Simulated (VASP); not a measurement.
# CsI (Pm-3m) in VASP: a series of runs

Aim: see how the results for CsI move with the level of theory and the settings. Levels: PBE, r2SCAN, HSE06. Tasks: single point.

All numbers are computed with VASP 6.6.1; they aren't measurements. Logs are shortened: lines on timing, memory, paths and dates and some standing lists are left out, and cuts for length are marked.

### 1 The cell of the first run

The structure is cubic, space group Pm-3m (No. 221). Conventional cell: a = 4.608 Å, b = 4.608 Å, c = 4.608 Å, α = 90.00°, β = 90.00°, γ = 90.00°. Within 5.2 Å of Cs (site symmetry m-3m) lie 8 I at 3.99 Å and 6 Cs at 4.61 Å. Within 5.2 Å of I (site symmetry m-3m) lie 8 Cs at 3.99 Å and 6 I at 4.61 Å.

### 2 Single point, PBE

File INCAR:

```
PREC = Accurate
ENCUT = 500
EDIFF = 1E-6
ISMEAR = 0
SIGMA = 0.01
LREAL = F
LASPH = T
NELM = 120
ALGO = Normal
ISIF = 2
LWAVE = F
LCHARG = T
GGA = PE
LELF = T
LVHAR = T
NBANDS = 15
GGA_COMPAT = F
```

File KPOINTS:

```
Automatic mesh
0
Gamma
  4 4 4
```

File POSCAR:

```
CsI
1.0
    4.6081404187      0.0000000000      0.0000000000
    0.0000000000      4.6081404187      0.0000000000
    0.0000000000      0.0000000000      4.6081404187
Cs I
1 1
Direct
    0.0000000000      0.0000000000      0.0000000000
    0.5000000000      0.5000000000      0.5000000000
```

Potentials or basis: VASP PAW PBE potentials, release 64 (Cs_sv, I).

Started as:

```console
$ cat potpaw_PBE.64/Cs_sv/POTCAR potpaw_PBE.64/I/POTCAR > POTCAR
$ mpirun -np 1 vasp_std > vasp.out
```

OUTCAR:

```text
PREC = Accurate
   ENCUT = 500
   EDIFF = 1E-6
   ISMEAR = 0
   LREAL = F
   LASPH = T
   NELM = 120
   ISIF = 2
   GGA = PE

 ion  position               nearest neighbor table
   1  0.000  0.000  0.000-
   2  0.500  0.500  0.500-

  LATTYP: Found a simple cubic cell.
 ALAT       =     4.6081404187

  Lattice vectors:

 A1 = (   4.6081404187,   0.0000000000,   0.0000000000)
 A2 = (   0.0000000000,   4.6081404187,   0.0000000000)
 A3 = (   0.0000000000,   0.0000000000,   4.6081404187)

Analysis of symmetry for initial positions (statically):
=====================================================================
 Subroutine PRICEL returns:
 Original cell was already a primitive cell.

 Routine SETGRP: Setting up the symmetry group for a
 simple cubic supercell.

 Subroutine GETGRP returns: Found 48 space group operations
 (whereof 48 operations were pure point group operations)
 out of a pool of 48 trial point group operations.

The static configuration has the point symmetry O_h .

Analysis of symmetry for dynamics (positions and initial velocities):
=====================================================================
 Subroutine PRICEL returns:
 Original cell was already a primitive cell.

 Routine SETGRP: Setting up the symmetry group for a
 simple cubic supercell.

 Subroutine GETGRP returns: Found 48 space group operations
 (whereof 48 operations were pure point group operations)
 out of a pool of 48 trial point group operations.

The dynamic configuration has the point symmetry O_h .

 Subroutine INISYM returns: Found 48 space group operations
 (whereof 48 operations are pure point group operations),
 and found     1 'primitive' translations

----------------------------------------------------------------------------------------

                                     Primitive cell

  volume of cell :      97.8537

  direct lattice vectors                    reciprocal lattice vectors
     4.608140419  0.000000000  0.000000000     0.217007276  0.000000000  0.000000000
     0.000000000  4.608140419  0.000000000     0.000000000  0.217007276  0.000000000
     0.000000000  0.000000000  4.608140419     0.000000000  0.000000000  0.217007276

  length of vectors
     4.608140419  4.608140419  4.608140419     0.217007276  0.217007276  0.217007276

  position of ions in fractional coordinates (direct lattice)
     0.000000000  0.000000000  0.000000000
     0.500000000  0.500000000  0.500000000

  ion indices of the primitive-cell ions
   primitive index   ion index
                 1           1
                 2           2

----------------------------------------------------------------------------------------

 KPOINTS: Automatic mesh

Automatic generation of k-mesh.
 Grid dimensions read from file:
 generate k-points for:    4    4    4

 Generating k-lattice:

  Cartesian coordinates                     Fractional coordinates (reciprocal lattice)
     0.054251819  0.000000000  0.000000000     0.250000000  0.000000000  0.000000000
     0.000000000  0.054251819  0.000000000     0.000000000  0.250000000  0.000000000
     0.000000000  0.000000000  0.054251819     0.000000000  0.000000000  0.250000000

  Length of vectors
     0.054251819  0.054251819  0.054251819

  Shift w.r.t. Gamma in fractional coordinates (k-lattice)
     0.000000000  0.000000000  0.000000000

 Subroutine IBZKPT returns following result:
 ===========================================

 Found     10 irreducible k-points:

 Following reciprocal coordinates:
            Coordinates               Weight
  0.000000  0.000000  0.000000      1.000000
  0.250000  0.000000  0.000000      6.000000
  0.500000  0.000000  0.000000      3.000000
  0.250000  0.250000  0.000000     12.000000
  0.500000  0.250000  0.000000     12.000000
  0.500000  0.500000  0.000000      3.000000
  0.250000  0.250000  0.250000      8.000000
  0.500000  0.250000  0.250000     12.000000
  0.500000  0.500000  0.250000      6.000000
  0.500000  0.500000  0.500000      1.000000
   k-points           NKPTS =     10   k-points in BZ     NKDIM =     10   number of bands    NBANDS=     15
   number of dos      NEDOS =    301   number of ions     NIONS =      2
   total plane-waves  NPLWV =  46656
   dimension x,y,z NGX =    36 NGY =   36 NGZ =   36
   dimension x,y,z NGXF=    72 NGYF=   72 NGZF=   72
   ions per type =               1   1
   NGX,Y,Z   is equivalent  to a cutoff of  12.99, 12.99, 12.99 a.u.
   NGXF,Y,Z  is equivalent  to a cutoff of  25.98, 25.98, 25.98 a.u.
 SYSTEM =  unknown system
   PREC   = accura    normal or accurate (medium, high low for compatibility)
   ISTART =      0    job   : 0-new  1-cont  2-samecut
   ICHARG =      2    charge: 1-file 2-atom 10-const
   ISPIN  =      1    spin polarized calculation?
   LNONCOLLINEAR =      F non collinear calculations
   LSORBIT =      F    spin-orbit coupling
   LASPH  =      T    aspherical Exc in radial PAW
   ENCUT  =  500.0 eV  36.75 Ry    6.06 a.u.   8.40  8.40  8.40*2*pi/ulx,y,z
   NELM   =    120;   NELMIN=  2; NELMDL= -5     # of ELM steps
   EDIFF  = 0.1E-05   stopping-criterion for ELM
   LREAL  =      F    real-space projection
   EDIFFG = 0.1E-04   stopping-criterion for IOM
   NSW    =      0    number of steps for IOM
   IBRION =     -1    ionic relax: 0-MD 1-quasi-New 2-CG
   NFREE  =      0    steps in history (QN), initial steepest desc. (CG)
   ISIF   =      2    stress and relaxation
   ISYM   =      2    0-nonsym 1-usesym 2-fastsym
   POTIM  = 0.5000    time-step for ionic-motion
   TEBEG  =    0.0;   TEEND  =   0.0 temperature during run
   PSTRESS=    0.0 pullay stress
   NELECT =      16.0000    total number of electrons
   NUPDOWN=      -1.0000    fix difference up-down
   EMIN   =  10.00;   EMAX   =-10.00  energy-range for DOS
   EFERMI =   0.00;   METHOD = LEGACY
   ISMEAR =     0;   SIGMA  =   0.01  broadening in eV -4-tet -1-fermi 0-gaus
   EFERMI_NEDOS =   21; number of points for ismear=-14 and -15
   IALGO  =     38    algorithm
   IMIX   =      4    mixing-type and parameters
     AMIX     =   0.40;   BMIX     =  1.00
     AMIX_MAG =   1.60;   BMIX_MAG =  1.00
  volume/ion in A,a.u.               =      48.93       330.17
  Fermi-wavevector in a.u.,A,eV,Ry     =   0.895205  1.691692 10.903598  0.801392
  Thomas-Fermi vector in A             =   2.017507
[... 39 lines left out ...]
      6       0.5649      2.00000
      7       0.5649      2.00000
      8       0.5649      2.00000
      9       4.4449      0.00000
     10       4.8754      0.00000
     11       4.8754      0.00000
     12       8.3568      0.00000
     13       8.3568      0.00000
     14       8.3568      0.00000
     15      10.7635      0.00000

 k-point     2 :       0.2500    0.0000    0.0000
  band No.  band energies     occupation
      1     -19.7609      2.00000
      2      -9.9610      2.00000
      3      -6.5487      2.00000
      4      -6.4475      2.00000
      5      -6.4475      2.00000
      6      -0.2463      2.00000
      7       0.4980      2.00000
      8       0.4980      2.00000
      9       5.2324      0.00000
     10       5.5523      0.00000
     11       6.0620      0.00000
     12       8.2585      0.00000
     13       8.2585      0.00000
     14       8.6155      0.00000
     15       8.8720      0.00000

 k-point     3 :       0.5000    0.0000    0.0000
  band No.  band energies     occupation
      1     -19.7500      2.00000
      2      -9.9666      2.00000
      3      -6.6078      2.00000
      4      -6.4188      2.00000
      5      -6.4188      2.00000
      6      -0.8396      2.00000
      7       0.4282      2.00000
      8       0.4282      2.00000
      9       5.8613      0.00000
     10       7.0286      0.00000
     11       7.2634      0.00000
     12       7.4875      0.00000
     13       8.4687      0.00000
     14       8.4687      0.00000
     15       8.9767      0.00000

 k-point     4 :       0.2500    0.2500    0.0000
  band No.  band energies     occupation
      1     -19.7505      2.00000
      2      -9.9234      2.00000
      3      -6.6459      2.00000
      4      -6.5189      2.00000
      5      -6.4244      2.00000
      6      -0.2541      2.00000
      7       0.1177      2.00000
      8       0.5192      2.00000
      9       5.6501      0.00000
     10       5.8396      0.00000
     11       6.7054      0.00000
     12       7.3807      0.00000
     13       8.2013      0.00000
     14       8.5308      0.00000
     15       9.2669      0.00000

 k-point     5 :       0.5000    0.2500    0.0000
  band No.  band energies     occupation
      1     -19.7402      2.00000
      2      -9.8865      2.00000
      3      -6.7035      2.00000
      4      -6.6220      2.00000
      5      -6.4010      2.00000
      6      -0.5180      2.00000
      7       0.0879      2.00000
      8       0.5379      2.00000
      9       5.5907      0.00000
     10       6.1419      0.00000
     11       7.4036      0.00000
     12       7.4452      0.00000
     13       7.5134      0.00000
     14       8.8003      0.00000
     15       9.5973      0.00000

 k-point     6 :       0.5000    0.5000    0.0000
  band No.  band energies     occupation
      1     -19.7303      2.00000
      2      -9.8000      2.00000
      3      -6.8084      2.00000
      4      -6.8084      2.00000
      5      -6.3830      2.00000
      6      -0.1832      2.00000
      7      -0.1832      2.00000
      8       0.6576      2.00000
      9       4.9015      0.00000
     10       5.5658      0.00000
     11       6.7464      0.00000
     12       6.7464      0.00000
     13      10.0556      0.00000
     14      10.1468      0.00000
     15      10.2204      0.00000

 k-point     7 :       0.2500    0.2500    0.2500
  band No.  band energies     occupation
      1     -19.7406      2.00000
      2      -9.8729      2.00000
      3      -6.6073      2.00000
      4      -6.6073      2.00000
      5      -6.5360      2.00000
      6      -0.0465      2.00000
      7      -0.0082      2.00000
      8      -0.0082      2.00000
      9       6.6021      0.00000
     10       6.6021      0.00000
     11       6.7427      0.00000
     12       6.9114      0.00000
     13       7.6094      0.00000
     14       7.6094      0.00000
     15      10.8946      0.00000

 k-point     8 :       0.5000    0.2500    0.2500
  band No.  band energies     occupation
      1     -19.7306      2.00000
      2      -9.8213      2.00000
      3      -6.7286      2.00000
      4      -6.6058      2.00000
      5      -6.5676      2.00000
      6      -0.4394      2.00000
      7      -0.1357      2.00000
      8       0.1855      2.00000
      9       6.1382      0.00000
     10       6.4509      0.00000
     11       6.5861      0.00000
     12       7.9277      0.00000
     13       8.3988      0.00000
     14       8.5248      0.00000
     15      10.2720      0.00000

 k-point     9 :       0.5000    0.5000    0.2500
  band No.  band energies     occupation
      1     -19.7210      2.00000
      2      -9.7525      2.00000
      3      -6.7595      2.00000
      4      -6.7595      2.00000
      5      -6.5508      2.00000
      6      -0.3877      2.00000
      7      -0.3877      2.00000
      8      -0.0507      2.00000
      9       5.9760      0.00000
     10       6.9676      0.00000
     11       7.0423      0.00000
     12       7.0423      0.00000
     13       9.5059      0.00000
     14       9.5059      0.00000
     15      10.2254      0.00000

 k-point    10 :       0.5000    0.5000    0.5000
  band No.  band energies     occupation
      1     -19.7116      2.00000
      2      -9.7036      2.00000
      3      -6.7088      2.00000
      4      -6.7088      2.00000
      5      -6.7088      2.00000
      6      -0.5861      2.00000
      7      -0.5861      2.00000
      8      -0.5861      2.00000
      9       7.7446      0.00000
     10       7.7446      0.00000
     11       7.7446      0.00000
     12       8.3904      0.00000
     13       8.3904      0.00000
     14       8.3904      0.00000
     15      10.3070      0.00000

------------------------ aborting loop because EDIFF is reached ----------------------------------------

  FORCE on cell =-STRESS in cart. coord.  units (eV):
  Direction    XX          YY          ZZ          XY          YZ          ZX
  --------------------------------------------------------------------------------------
  -------------------------------------------------------------------------------------
  Total        0.2767873      0.2767873      0.2767873      0.0000000      0.0000000     -0.0000000
  in kB        4.5318931      4.5318931      4.5318931      0.0000000      0.0000000     -0.0000000
  external PRESSURE =       4.5318931 kB  Pullay stress =       0.0000000 kB

 VOLUME and BASIS-vectors are now :
 -----------------------------------------------------------------------------
  energy-cutoff  :      500.00
  volume of cell :       97.85
      direct lattice vectors                 reciprocal lattice vectors
     4.608140419  0.000000000  0.000000000     0.217007276  0.000000000  0.000000000
     0.000000000  4.608140419  0.000000000     0.000000000  0.217007276  0.000000000
     0.000000000  0.000000000  4.608140419     0.000000000  0.000000000  0.217007276

 POSITION                                       TOTAL-FORCE (eV/Angst)
 -----------------------------------------------------------------------------------
      0.00000      0.00000      0.00000         0.000000      0.000000      0.000000
      2.30407      2.30407      2.30407         0.000000      0.000000      0.000000
 -----------------------------------------------------------------------------------
    total drift:                               -0.000000      0.000000      0.000000

  FREE ENERGIE OF THE ION-ELECTRON SYSTEM (eV)
  ---------------------------------------------------
  free  energy   TOTEN  =        -5.4350080257 eV

  energy  without entropy=       -5.4350080257  energy(sigma->0) =       -5.43500803
```

Wall time 23 s (1 thread of Intel Xeon 8259CL, shared host); peak memory 0.21 GiB.

Results:

```yaml
Free_energy: -5.4350 eV
Pressure: 0.5 GPa
Band_gap_on_the_k_mesh: 3.79 eV (least direct gap 3.88 eV)
```

Levels at points of the mesh, in eV from the valence-band top:
```
           k point  band 6  band 7  band 8  band 9  band 10  band 11
(0.00, 0.00, 0.00)   -0.09   -0.09   -0.09    3.79     4.22     4.22
(0.50, 0.00, 0.00)   -1.50   -0.23   -0.23    5.20     6.37     6.61
(0.50, 0.50, 0.00)   -0.84   -0.84    0.00    4.24     4.91     6.09
(0.50, 0.50, 0.50)   -1.24   -1.24   -1.24    7.09     7.09     7.09
```

Caveat: spin-orbit coupling is left out, which moves the levels of the heavy elements. A k mesh can miss the band edges.

### 3 Single point, r2SCAN

POSCAR is that of step 2.

File INCAR.step1:

```
PREC     = Accurate       # precision mode
ENCUT    = 550            # plane-wave cutoff, eV
ISMEAR   = 0              # smearing method
SIGMA    = 0.01           # smearing width, eV
LREAL    = False          # projectors in reciprocal space
LASPH    = True           # aspherical terms in the spheres
NELM     = 120            # most SCF steps
NBANDS   = 15             # bands
GGA      = PE             # functional
ALGO     = Normal         # electronic algorithm
EDIFF    = 1E-5           # SCF threshold, eV
LWAVE    = True           # write WAVECAR
LCHARG   = False          # write CHGCAR
GGA_COMPAT= False
```

File INCAR.step2:

```
PREC     = Accurate       # precision mode
ENCUT    = 550            # plane-wave cutoff, eV
EDIFF    = 1E-6           # SCF threshold, eV
ISMEAR   = 0              # smearing method
SIGMA    = 0.01           # smearing width, eV
LREAL    = False          # projectors in reciprocal space
LASPH    = True           # aspherical terms in the spheres
NELM     = 120            # most SCF steps
ALGO     = Normal         # electronic algorithm
ISIF     = 2              # what is computed and relaxed
LWAVE    = False          # write WAVECAR
LCHARG   = False          # write CHGCAR
METAGGA  = R2SCAN         # meta-GGA
LMIXTAU  = True         
NBANDS   = 15             # bands
ISTART   = 1            
GGA_COMPAT= False
```

KPOINTS is that of step 2.

Potentials or basis: VASP PAW PBE potentials, release 64 (Cs_sv, I).

Started as:

```console
$ cat potpaw_PBE.64/Cs_sv/POTCAR potpaw_PBE.64/I/POTCAR > POTCAR
$ cp INCAR.step1 INCAR
$ mpirun -np 1 vasp_std > vasp.out
$ cp INCAR.step2 INCAR
$ mpirun -np 1 vasp_std > vasp.out
```

Run time: 99 s. Hardware: 1 thread of Intel Xeon 8259CL, shared host; peak memory 0.22 GiB.

Results (log left out):

```yaml
Free_energy: -53.1239 eV
Pressure: 0.1 GPa
Band_gap_on_the_k_mesh: 4.50 eV (least direct gap 4.59 eV)
```

Levels at points of the mesh, in eV from the valence-band top:
| k point | band 4 | band 5 | band 6 | band 7 | band 8 | band 9 | band 10 | band 11 | band 12 | band 13 |
| --- | --- | --- | --- | --- | --- | --- | --- | --- | --- | --- |
| (0.00, 0.00, 0.00) | -7.33 | -7.33 | -0.09 | -0.09 | -0.09 | 4.50 | 4.65 | 4.65 | 8.34 | 8.34 |
| (0.50, 0.00, 0.00) | -7.27 | -7.27 | -1.49 | -0.22 | -0.22 | 5.66 | 7.02 | 7.22 | 7.36 | 8.47 |
| (0.50, 0.50, 0.00) | -7.67 | -7.24 | -0.86 | -0.86 | 0.00 | 4.76 | 5.50 | 6.66 | 6.66 | 10.10 |
| (0.50, 0.50, 0.50) | -7.56 | -7.56 | -1.25 | -1.25 | -1.25 | 7.65 | 7.65 | 7.65 | 8.40 | 8.40 |

Caveat: the PAW data sets were made with another functional, which shifts forces and pressure a little; spin-orbit coupling is left out, which moves the levels of the heavy elements.

### 4 Single point, HSE06

POSCAR is that of step 3.

File INCAR.step1:

```
SYSTEM = CsI
PREC = Accurate ; ENCUT = 400
EDIFF = 1E-5 ; ISMEAR = 0
SIGMA = 0.01 ; LREAL = .FALSE.
LASPH = .TRUE. ; NELM = 120
ALGO = Normal ; ISIF = 2
LWAVE = .TRUE. ; LCHARG = .FALSE.
NBANDS = 15 ; GGA = PE
GGA_COMPAT = .FALSE.
```

File INCAR.step2:

```
SYSTEM = CsI
PREC = Accurate ; ENCUT = 400
EDIFF = 1E-6 ; ISMEAR = 0
SIGMA = 0.01 ; LREAL = .FALSE.
LASPH = .TRUE. ; NELM = 120
ALGO = Normal ; ISIF = 2
LWAVE = .FALSE. ; LCHARG = .FALSE.
GGA = PE ; LHFCALC = .TRUE.
HFSCREEN = 0.2079 ; PRECFOCK = Normal
NBANDS = 15 ; ISTART = 1
GGA_COMPAT = .FALSE.
```

File KPOINTS:

```
regular mesh
0
G
  4 4 4
  0 0 0
```

Started as:

```console
$ cat potpaw_PBE.64/Cs_sv/POTCAR potpaw_PBE.64/I/POTCAR > POTCAR
$ cp INCAR.step1 INCAR
$ mpirun -np 1 vasp_std > vasp.out
$ cp INCAR.step2 INCAR
$ mpirun -np 1 vasp_std > vasp.out
```

Wall time 11 min (1 thread of Intel Xeon 8259CL, shared host); peak memory 0.28 GiB.

Results (log left out):

- Free energy: -6.3087 eV
- Pressure: 0.2 GPa
- Band gap on the k mesh: 4.78 eV (least direct gap 4.88 eV)

Levels at points of the mesh, in eV from the valence-band top:
```
           k point  band 4  band 5  band 6  band 7  band 8  band 9  band 10  band 11  band 12  band 13
(0.00, 0.00, 0.00)   -7.58   -7.58   -0.10   -0.10   -0.10    4.78     5.19     5.19     8.91     8.91
(0.50, 0.00, 0.00)   -7.51   -7.51   -1.58   -0.23   -0.23    6.27     7.39     7.72     7.83     9.04
(0.50, 0.50, 0.00)   -7.93   -7.48   -0.91   -0.91    0.00    5.22     5.93     7.18     7.18    10.70
(0.50, 0.50, 0.50)   -7.81   -7.81   -1.32   -1.32   -1.32    8.11     8.11     8.11     8.95     8.95
```

Caveat: the PAW data sets were made with another functional, which shifts forces and pressure a little; spin-orbit coupling is left out, which moves the levels of the heavy elements.

### 5 Summary

| level | cutoff (eV) | grid for exact exchange (PRECFOCK) | share of exact exchange | screening parameter | gap on the mesh (eV) | pressure (GPa) |
| --- | --- | --- | --- | --- | --- | --- |
| PBE | 500 | - | - | - | 3.79 | 0.5 |
| r2SCAN | 550 | - | - | - | 4.50 | 0.1 |
| HSE06 | 400 | Normal | 0.25 | 0.2079 1/Å | 4.78 | 0.2 |

Alike in all rows: task single point; potentials or basis VASP PAW PBE potentials, release 64 (Cs_sv, I); no spin polarisation; cell as given; k mesh 4 × 4 × 4; smearing gaussian 0.01 eV.

On the cell as given the gap runs from 3.79 eV (PBE) to 4.78 eV (HSE06). The pressure there spans 0.1 GPa (r2SCAN) to 0.5 GPa (PBE); a positive pressure means that this level wants a larger cell, a negative one a smaller.

Caveats: spin-orbit coupling is left out, which moves the levels of the heavy elements; the PAW data sets were made with another functional, which shifts forces and pressure a little (at least some runs).

Total energies depend on the potentials used, so only differences within one code and one set of settings carry meaning.
